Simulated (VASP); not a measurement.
Wanted: the native input for a VASP 6.6.1 run.

```yaml
Task: single point
Functional: PBE
Dispersion: D3(BJ)
Potentials_or_basis: VASP PAW PBE potentials, release 64 (F)
Cutoff: 520 eV
k_mesh: 8 × 8 × 4
Occupations: gaussian, width 0.02 eV
Spin: no spin polarisation
Dipole_correction: no
Further_INCAR_settings: ALGO = Normal; EDIFF = 1e-07; NBANDS = 22
```

The structure of F lies in POSCAR:

```
F
1.0
    2.9006572476     -1.6575748508     -0.1353209576
    2.9006572476      1.6575748508     -0.1353209576
   -1.9731393588      0.0000000000      7.1424851824
F
4
Direct
    0.0769543975      0.0769543975      0.0952786877
    0.9230456025      0.9230456025      0.9047213123
    0.5001011253      0.5001011253      0.5955754894
    0.4998988747      0.4998988747      0.4044245106
```

This cell differs from its parent crystal: volume scaled by 0.97, then relaxed in part.

These files were run (other wordings do the same):

INCAR

```
  ALGO = Normal
  EDIFF = 1E-7
  ENCUT = 520
  GGA = PE
  ISIF = 2
  ISMEAR = 0
  IVDW = 12
  LASPH = True
  LCHARG = False
  LREAL = False
  LWAVE = False
  NBANDS = 22
  NELM = 80
  PREC = Accurate
  SIGMA = 0.02
```

KPOINTS

```
k-points
0
Gamma
  8 8 4
```

Potentials or basis: VASP PAW PBE potentials, release 64 (F).

The run is started by

```bash
$ cat potpaw_PBE.64/F/POTCAR > POTCAR
$ mpirun -np 1 vasp_std > vasp.out
```

It gave:

The pressure is 0.4 GPa and the largest force is 0.373 eV/Å. The band gap on the k mesh is 2.74 eV, indirect (least direct gap 2.80 eV). The dispersion energy per atom is -0.027 eV.

It took 44 s on 1 thread of Intel(R) Xeon(R) 6975P-C (Granite Rapids), with other jobs on the host, peak memory 0.24 GiB.
